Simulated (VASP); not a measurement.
# Y (P6_3/mmc) in VASP: notebook

Runs on Y. Level: PBE. Tasks: single point.

All numbers are computed with VASP 6.6.1; they aren't measurements. Logs are shortened: lines on timing, memory, paths and dates and some standing lists are left out, and cuts for length are marked.

### 1 The cell of the first run

It takes space group P6_3/mmc (No. 194, hexagonal). The conventional cell has a = 3.505 Å, b = 3.505 Å, c = 5.288 Å, α = 90.00°, β = 90.00°, γ = 120.00°. Within 4.4 Å of Y (site symmetry -6m2) lie 12 Y at 3.33 to 3.51 Å.

### 2 Single point, PBE (strain -0.040 along x and y, -0.080 along z)

The input, INCAR:

```
ALGO = Fast
EDIFF = 1E-6
ENCUT = 520
GGA = PE
ISIF = 2
ISMEAR = 0
LASPH = True
LCHARG = True
LELF = True
LREAL = False
LVHAR = True
LWAVE = False
NBANDS = 18
NELM = 60
PREC = Accurate
SIGMA = 0.15
```

The input, KPOINTS:

```
k-points
0
Gamma
  18 18 8
```

The input, POSCAR:

```
Y
1.0
    3.5054392676      0.0000000000      0.0000000000
   -1.7527196338      3.0357994572      0.0000000000
    0.0000000000      0.0000000000      5.2876080000
Y
2
Direct
    0.3333333333      0.6666666667      0.2500000000
    0.6666666667      0.3333333333      0.7500000000
```

Potentials or basis: VASP PAW PBE potentials, release 64 (Y_sv).

On the command line:

```bash
> cat potpaw_PBE.64/Y_sv/POTCAR > POTCAR
> mpirun -np 1 vasp_std > vasp.out
```

OUTCAR:

```text
EDIFF = 1E-6
   ENCUT = 520
   GGA = PE
   ISIF = 2
   ISMEAR = 0
   LASPH = True
   LREAL = False
   NELM = 60
   PREC = Accurate

 ion  position               nearest neighbor table
   1  0.333  0.667  0.250-   2 3.33   2 3.33   2 3.33   2 3.33   2 3.33   2 3.33
   2  0.667  0.333  0.750-   1 3.33   1 3.33   1 3.33   1 3.33   1 3.33   1 3.33

  LATTYP: Found a hexagonal cell.
 ALAT       =     3.5054392676
 C/A-ratio  =     1.5084009724

  Lattice vectors:

 A1 = (   3.5054392676,   0.0000000000,   0.0000000000)
 A2 = (  -1.7527196338,   3.0357994572,   0.0000000000)
 A3 = (   0.0000000000,   0.0000000000,   5.2876080000)

Analysis of symmetry for initial positions (statically):
=====================================================================
 Subroutine PRICEL returns:
 Original cell was already a primitive cell.

 Routine SETGRP: Setting up the symmetry group for a
 hexagonal supercell.

 Subroutine GETGRP returns: Found 24 space group operations
 (whereof 12 operations were pure point group operations)
 out of a pool of 24 trial point group operations.

The static configuration has the point symmetry D_3d.
 The point group associated with its full space group is D_6h.

Analysis of symmetry for dynamics (positions and initial velocities):
=====================================================================
 Subroutine PRICEL returns:
 Original cell was already a primitive cell.

 Routine SETGRP: Setting up the symmetry group for a
 hexagonal supercell.

 Subroutine GETGRP returns: Found 24 space group operations
 (whereof 12 operations were pure point group operations)
 out of a pool of 24 trial point group operations.

The dynamic configuration has the point symmetry D_3d.
 The point group associated with its full space group is D_6h.

 Subroutine INISYM returns: Found 24 space group operations
 (whereof 12 operations are pure point group operations),
 and found     1 'primitive' translations

----------------------------------------------------------------------------------------

                                     Primitive cell

  volume of cell :      56.2697

  direct lattice vectors                    reciprocal lattice vectors
     3.505439268  0.000000000  0.000000000     0.285270953  0.164701261  0.000000000
    -1.752719634  3.035799457  0.000000000     0.000000000  0.329402523  0.000000000
     0.000000000  0.000000000  5.287608000     0.000000000  0.000000000  0.189121433

  length of vectors
     3.505439268  3.505439268  5.287608000     0.329402523  0.329402523  0.189121433

  position of ions in fractional coordinates (direct lattice)
     0.333333333  0.666666667  0.250000000
[... 81 lines left out ...]
   NSW    =      0    number of steps for IOM
   IBRION =     -1    ionic relax: 0-MD 1-quasi-New 2-CG
   NFREE  =      0    steps in history (QN), initial steepest desc. (CG)
   ISIF   =      2    stress and relaxation
   ISYM   =      2    0-nonsym 1-usesym 2-fastsym
   POTIM  = 0.5000    time-step for ionic-motion
   TEBEG  =    0.0;   TEEND  =   0.0 temperature during run
   PSTRESS=    0.0 pullay stress
   NELECT =      22.0000    total number of electrons
   NUPDOWN=      -1.0000    fix difference up-down
   EMIN   =  10.00;   EMAX   =-10.00  energy-range for DOS
   EFERMI =   0.00;   METHOD = LEGACY
   ISMEAR =     0;   SIGMA  =   0.15  broadening in eV -4-tet -1-fermi 0-gaus
   EFERMI_NEDOS =   21; number of points for ismear=-14 and -15
   IALGO  =     68    algorithm
   IMIX   =      4    mixing-type and parameters
     AMIX     =   0.40;   BMIX     =  1.00
     AMIX_MAG =   1.60;   BMIX_MAG =  1.00
  volume/ion in A,a.u.               =      28.13       189.86
  Fermi-wavevector in a.u.,A,eV,Ry     =   1.197083  2.262158 19.497242  1.433007
  Thomas-Fermi vector in A             =   2.333007
   LORBIT       =      0    0 simple, 1 ext, 2 COOP (PROOUT), +10 PAW based schemes
   GGA     = PE    functional components
   LHFCALC =     F    Hartree Fock is set to
   AEXX    =    0.0000 exact exchange contribution
   IVDW    =     0    specifies the selected vdW correction
   LEPSILON=     F    determine dielectric tensor
   LRPA    =     F    only Hartree local field effects (RPA)
 non-spin polarized calculation
 RMM-DIIS sequential band-by-band and
 Gauss-broadening in eV      SIGMA  =   0.15
  energy-cutoff  :      520.00
  volume of cell :       56.27
 maximum number of plane-waves:      1556
 NGX is ok and might be reduce to    28
   NGX = 13   NGY = 13   NGZ = 19

 number of electron      22.0000001 magnetization

 Free energy of the ion-electron system (eV)
  ---------------------------------------------------
  ext. energy  EPLUGINS =         0.00000000
  ---------------------------------------------------
  free energy    TOTEN  =       -12.67454182 eV

  energy without entropy =      -12.63961014  energy(sigma->0) =      -12.65707598

 E-fermi :   3.7795     XC(G=0): -10.0409

 val. band max:        3.7789792793   @ k =   0.3889   0.1111   0.2500
 cond. band min:       3.7890476217   @ k =   0.3889   0.0556   0.1250
 fundamental gap:      0.0100683424
 Fermi energy:         3.7794706305

 k-point     1 :       0.0000    0.0000    0.0000
  band No.  band energies     occupation
      1     -38.5601      2.00000
      2     -38.3980      2.00000
      3     -19.0953      2.00000
      4     -18.3084      2.00000
      5     -18.3084      2.00000
      6     -18.1366      2.00000
[... 481 lines left out ...]
      5     -18.6489      2.00000
      6     -18.5154      2.00000
[... 10 lines left out ...]
     17       9.3049      0.00000
     18      10.2287      0.00000

 [... further k-points ...]

------------------------ aborting loop because EDIFF is reached ----------------------------------------

  FORCE on cell =-STRESS in cart. coord.  units (eV):
  Direction    XX          YY          ZZ          XY          YZ          ZX
  --------------------------------------------------------------------------------------
  -------------------------------------------------------------------------------------
  Total        2.4548726      2.4548726      3.3227572      0.0000000      0.0000000      0.0000000
  in kB       69.8980010     69.8980010     94.6094274      0.0000000      0.0000000      0.0000000
  external PRESSURE =      78.1351431 kB  Pullay stress =       0.0000000 kB

 VOLUME and BASIS-vectors are now :
 -----------------------------------------------------------------------------
  energy-cutoff  :      520.00
  volume of cell :       56.27
      direct lattice vectors                 reciprocal lattice vectors
     3.505439268  0.000000000  0.000000000     0.285270953  0.164701261  0.000000000
    -1.752719634  3.035799457  0.000000000     0.000000000  0.329402523  0.000000000
     0.000000000  0.000000000  5.287608000     0.000000000  0.000000000  0.189121433

 POSITION                                       TOTAL-FORCE (eV/Angst)
 -----------------------------------------------------------------------------------
     -0.00000      2.02387      1.32190         0.000000      0.000000      0.000000
      1.75272      1.01193      3.96571        -0.000000     -0.000000      0.000000
 -----------------------------------------------------------------------------------
    total drift:                               -0.000000      0.000000     -0.000000

  FREE ENERGIE OF THE ION-ELECTRON SYSTEM (eV)
  ---------------------------------------------------
  free  energy   TOTEN  =       -12.6745418171 eV

  energy  without entropy=      -12.6396101402  energy(sigma->0) =      -12.65707598
```

stdout:

```text
POSCAR found type information on POSCAR Y
 POSCAR found :  1 types and       2 ions
 scaLAPACK will be used
 LDA part: xc-table for (Slater+PW92), standard interpolation
 POSCAR, INCAR and KPOINTS ok, starting setup
 FFT: planning ... GRIDC
 FFT: planning ... GRID_SOFT
 FFT: planning ... GRID
 WAVECAR not read
 entering main loop
WARNING in EDDRMM: call to ZHEGV failed, returncode =   6  3     16
WARNING in EDDRMM: call to ZHEGV failed, returncode =   8  4      9
WARNING in EDDRMM: call to ZHEGV failed, returncode =   8  4     16
WARNING in EDDRMM: call to ZHEGV failed, returncode =   6  3     15
```

Wall time 2 min (1 thread of Intel Xeon 6975P-C (Granite Rapids), shared host); peak memory 0.31 GiB.

What came out:

```
Free energy            : -12.6745 eV
Pressure               : 7.8 GPa
Band gap on the k mesh : zero (bands 11 and 12 overlap by 2.28 eV)
```

Stress tensor (GPa, compression positive):
```
6.99 0.00 0.00
0.00 6.99 0.00
0.00 0.00 9.46
```

Levels at points of the mesh, in eV from the Fermi level:
| k point | band 9 | band 10 | band 11 | band 12 | band 13 | band 14 |
| --- | --- | --- | --- | --- | --- | --- |
| (0.00, 0.00, 0.00) | -4.88 | -2.07 | 1.76 | 1.80 | 1.80 | 2.56 |
| (0.50, 0.00, 0.00) | -1.73 | -1.52 | -0.99 | 0.11 | 1.35 | 1.90 |
| (0.00, 0.00, 0.50) | -3.16 | -3.16 | 1.20 | 1.20 | 1.64 | 1.64 |
| (0.50, 0.00, 0.50) | -1.87 | -1.87 | 0.11 | 0.11 | 1.87 | 1.87 |

Caveat: the cell differs from its parent crystal (strain -0.040 along x and y, -0.080 along z); the cell stands under pressure.

### 3 Single point, PBE (strain -0.080 along x and y, +0.080 along z)

The input, INCAR:

```
SYSTEM = Y
  PREC = Accurate
  ENCUT = 520
  EDIFF = 1E-6
  ISMEAR = 0
  SIGMA = 0.15
  LREAL = .False.
  LASPH = .True.
  NELM = 60
  ALGO = Fast
  ISIF = 2
  LWAVE = .False.
  LCHARG = .False.
  GGA = PE
  NBANDS = 18
```

The input, KPOINTS:

```
Automatic mesh
0
Gamma
  18 18 8
  0 0 0
```

The input, POSCAR:

```
Y
1.0
    3.3593792981      0.0000000000      0.0000000000
   -1.6796896490      2.9093078131      0.0000000000
    0.0000000000      0.0000000000      6.2071920000
Y
2
Direct
    0.3333333333      0.6666666667      0.2500000000
    0.6666666667      0.3333333333      0.7500000000
```

Potentials or basis: VASP PAW PBE potentials, release 64 (Y_sv).

On the command line:

```bash
> cat potpaw_PBE.64/Y_sv/POTCAR > POTCAR
> mpirun -np 1 vasp_std > vasp.out
```

OUTCAR:

```text
SYSTEM = Y
   PREC = Accurate
   ENCUT = 520
   EDIFF = 1E-6
   ISMEAR = 0
   LREAL = .False.
   LASPH = .True.
   NELM = 60
   ISIF = 2
   GGA = PE

 ion  position               nearest neighbor table
   1  0.333  0.667  0.250-   2 3.66   2 3.66   2 3.66   2 3.66   2 3.66   2 3.66
   2  0.667  0.333  0.750-   1 3.66   1 3.66   1 3.66   1 3.66   1 3.66   1 3.66

  LATTYP: Found a hexagonal cell.
 ALAT       =     3.3593792981
 C/A-ratio  =     1.8477199057

  Lattice vectors:

 A1 = (   3.3593792981,   0.0000000000,   0.0000000000)
 A2 = (  -1.6796896490,   2.9093078131,   0.0000000000)
 A3 = (   0.0000000000,   0.0000000000,   6.2071920000)

Analysis of symmetry for initial positions (statically):
=====================================================================
 Subroutine PRICEL returns:
 Original cell was already a primitive cell.

 Routine SETGRP: Setting up the symmetry group for a
 hexagonal supercell.

 Subroutine GETGRP returns: Found 24 space group operations
 (whereof 12 operations were pure point group operations)
[... 164 lines left out ...]
  free energy    TOTEN  =       -12.62956949 eV

  energy without entropy =      -12.58722452  energy(sigma->0) =      -12.60839700

 E-fermi :   3.4087     XC(G=0):  -9.7294

 val. band max:        3.4045240642   @ k =   0.0556   0.0556   0.1250
 cond. band min:       3.4118673640   @ k =   0.0556   0.0556   0.2500
 fundamental gap:      0.0073432998
 Fermi energy:         3.4087336675

 k-point     1 :       0.0000    0.0000    0.0000
  band No.  band energies     occupation
      1     -39.1147      2.00000
      2     -39.0640      2.00000
      3     -19.3493      2.00000
      4     -18.8308      2.00000
      5     -18.7307      2.00000
      6     -18.7307      2.00000
[... 481 lines left out ...]
      5     -19.0503      2.00000
      6     -18.9818      2.00000
[... 10 lines left out ...]
     17       8.3781      0.00000
     18       8.7732      0.00000

 [... further k-points ...]

------------------------ aborting loop because EDIFF is reached ----------------------------------------

  FORCE on cell =-STRESS in cart. coord.  units (eV):
  Direction    XX          YY          ZZ          XY          YZ          ZX
  --------------------------------------------------------------------------------------
  -------------------------------------------------------------------------------------
  Total        2.5573492      2.5573492     -1.0165666      0.0000000      0.0000000     -0.0000000
  in kB       67.5393249     67.5393249    -26.8474177      0.0000000      0.0000000     -0.0000000
  external PRESSURE =      36.0770774 kB  Pullay stress =       0.0000000 kB

 VOLUME and BASIS-vectors are now :
 -----------------------------------------------------------------------------
  energy-cutoff  :      520.00
  volume of cell :       60.67
      direct lattice vectors                 reciprocal lattice vectors
     3.359379298  0.000000000  0.000000000     0.297674038  0.171862186  0.000000000
    -1.679689649  2.909307813  0.000000000     0.000000000  0.343724372  0.000000000
     0.000000000  0.000000000  6.207192000     0.000000000  0.000000000  0.161103443

 POSITION                                       TOTAL-FORCE (eV/Angst)
 -----------------------------------------------------------------------------------
     -0.00000      1.93954      1.55180        -0.000000      0.000000      0.000000
      1.67969      0.96977      4.65539         0.000000     -0.000000      0.000000
 -----------------------------------------------------------------------------------
    total drift:                               -0.000000      0.000000     -0.000000

  FREE ENERGIE OF THE ION-ELECTRON SYSTEM (eV)
  ---------------------------------------------------
  free  energy   TOTEN  =       -12.6295694883 eV

  energy  without entropy=      -12.5872245199  energy(sigma->0) =      -12.60839700
```

OSZICAR:

```text
N       E                     dE             d eps       ncg     rms          rms(c)
DAV:   1     0.907464753630E+02    0.90746E+02   -0.11328E+04  6660   0.117E+03
DAV:   2    -0.519869534383E+01   -0.95945E+02   -0.94335E+02  8218   0.262E+02
DAV:   3    -0.127323489894E+02   -0.75337E+01   -0.74553E+01 11646   0.440E+01
DAV:   4    -0.129434037618E+02   -0.21105E+00   -0.21072E+00  8158   0.735E+00
DAV:   5    -0.129481804580E+02   -0.47767E-02   -0.47749E-02  9472   0.885E-01    0.333E+01
RMM:   6    -0.126656464648E+02    0.28253E+00   -0.35841E-01  7150   0.343E+00    0.207E+01
RMM:   7    -0.126436000888E+02    0.22046E-01   -0.89384E-01  9040   0.531E+00    0.186E+00
RMM:   8    -0.126273054974E+02    0.16295E-01   -0.11737E-01  7673   0.211E+00    0.556E-01
RMM:   9    -0.126293406487E+02   -0.20352E-02   -0.25607E-02 10554   0.710E-01    0.564E-01
RMM:  10    -0.126308635287E+02   -0.15229E-02   -0.80427E-03 11767   0.325E-01    0.131E+00
RMM:  11    -0.126296398802E+02    0.12236E-02   -0.15763E-03 10378   0.310E-01    0.349E-01
RMM:  12    -0.126295722444E+02    0.67636E-04   -0.65441E-04 10935   0.180E-01    0.234E-01
RMM:  13    -0.126295859273E+02   -0.13683E-04   -0.24069E-04 11940   0.686E-02    0.198E-01
RMM:  14    -0.126295643625E+02    0.21565E-04   -0.12828E-04 10806   0.863E-02    0.232E-02
RMM:  15    -0.126295674989E+02   -0.31364E-05   -0.42318E-05 11012   0.299E-02    0.121E-02
RMM:  16    -0.126295688800E+02   -0.13811E-05   -0.12624E-05  9408   0.147E-02    0.121E-02
RMM:  17    -0.126295694883E+02   -0.60835E-06   -0.56636E-06  7529   0.855E-03
   1 F= -.12629569E+02 E0= -.12608397E+02  d E =-.423450E-01
```

stdout:

```text
POSCAR found type information on POSCAR Y
 POSCAR found :  1 types and       2 ions
 scaLAPACK will be used
 LDA part: xc-table for (Slater+PW92), standard interpolation
 POSCAR, INCAR and KPOINTS ok, starting setup
 FFT: planning ... GRIDC
 FFT: planning ... GRID_SOFT
 FFT: planning ... GRID
 WAVECAR not read
 entering main loop
WARNING in EDDRMM: call to ZHEGV failed, returncode =   6  3     16
```

Run time: 2.5 min. Hardware: 1 thread of Intel Xeon 6975P-C (Granite Rapids), shared host; peak memory 0.34 GiB.

Results:

```
Free energy            : -12.6296 eV
Pressure               : 3.6 GPa
Band gap on the k mesh : zero (bands 11 and 12 overlap by 0.62 eV)
```

Caveat: the cell differs from its parent crystal (strain -0.080 along x and y, +0.080 along z); the cell stands under pressure.

### 4 Single point, PBE (strain +0.000 along x and y, -0.040 along z)

The input, INCAR:

```
ALGO = Fast ; EDIFF = 1E-6
ENCUT = 520 ; GGA = PE
ISIF = 2 ; ISMEAR = 0
LASPH = T ; LCHARG = F
LREAL = F ; LWAVE = F
NBANDS = 18 ; NELM = 100
PREC = Accurate ; SIGMA = 0.15
```

The input, KPOINTS:

```
k-points
0
Gamma
  18 18 8
```

The input, POSCAR:

```
Y
1.0
    3.6514992371      0.0000000000      0.0000000000
   -1.8257496185      3.1622911012      0.0000000000
    0.0000000000      0.0000000000      5.5175040000
Y
2
Direct
    0.3333333333      0.6666666667      0.2500000000
    0.6666666667      0.3333333333      0.7500000000
```

On the command line:

```bash
> cat potpaw_PBE.64/Y_sv/POTCAR > POTCAR
> mpirun -np 1 vasp_std > vasp.out
```

Wall time 2.2 min (1 thread of Intel Xeon 6975P-C (Granite Rapids), shared host); peak memory 0.33 GiB.

The run converged. Its results:

```
Free energy            : -12.8747 eV
Pressure               : 1.2 GPa
Band gap on the k mesh : zero (bands 11 and 12 overlap by 1.77 eV)
```

Stress tensor (GPa, compression positive):
```
0.65 0.00 0.00
0.00 0.65 0.00
0.00 0.00 2.41
```

Levels at points of the mesh, in eV from the Fermi level:
| k point | band 9 | band 10 | band 11 | band 12 | band 13 | band 14 |
| --- | --- | --- | --- | --- | --- | --- |
| (0.00, 0.00, 0.00) | -4.71 | -1.84 | 1.26 | 1.73 | 1.73 | 2.37 |
| (0.50, 0.00, 0.00) | -1.70 | -1.23 | -0.79 | -0.14 | 1.33 | 1.63 |
| (0.00, 0.00, 0.50) | -3.16 | -3.16 | 1.13 | 1.13 | 1.59 | 1.59 |
| (0.50, 0.00, 0.50) | -1.67 | -1.67 | 0.15 | 0.15 | 1.48 | 1.48 |

Caveat: the cell differs from its parent crystal (strain +0.000 along x and y, -0.040 along z).

### 5 The runs side by side

```tsv
cell	gap on the mesh (eV)	pressure (GPa)
a = 3.505, b = 3.505, c = 5.288 Å, angles 90.0, 90.0, 120.0°, 2 atoms	none	7.8
a = 3.359, b = 3.359, c = 6.207 Å, angles 90.0, 90.0, 120.0°, 2 atoms	none	3.6
a = 3.651, b = 3.651, c = 5.518 Å, angles 90.0, 90.0, 120.0°, 2 atoms	none	1.2
```

Alike in all rows: task single point; level PBE; potentials or basis VASP PAW PBE potentials, release 64 (Y_sv); no spin polarisation; k mesh 18 × 18 × 8; cutoff (eV) 520; smearing gaussian 0.15 eV.

Caveats: the cell stands under pressure (at least some runs).

Absolute energies hang on the potentials; compare differences alone.
